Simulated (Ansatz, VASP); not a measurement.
## One calculation of Rh, two programs

```
Rh
1.0
     0.00000    1.65884    1.65884
     1.65884    0.00000    1.65884
     1.65884    1.65884    0.00000
Rh
1
Direct
  0.00000 0.00000 0.00000
```

Change from the starting cell: volume scaled by 0.65, LAPW.

Alike in both runs: task single point; functional PBE; k mesh 17 × 17 × 17; occupations fermi-dirac, width 0.05 eV; no spin polarisation.

|  | VASP | Ansatz |
| --- | --- | --- |
| version | VASP 6.6.1 | Ansatz 0.2.0 |
| potentials or method | VASP PAW PBE potentials, release 64 (Rh_pv), cutoff 520 eV | all-electron LAPW, scalar-relativistic |

VASP gave:

| Quantity | Value |
| --- | --- |
| pressure (GPa) | 326.0 |

**Question.** Estimate Ansatz's values.

**Answer.** Pressure (GPa): 323.1.

Both programs put the cell under a high pressure, so it lies far from rest at this level. Ansatz ran all-electron here, and VASP with PAW potentials.

Noted on VASP's run: the cell as given lies far from equilibrium.
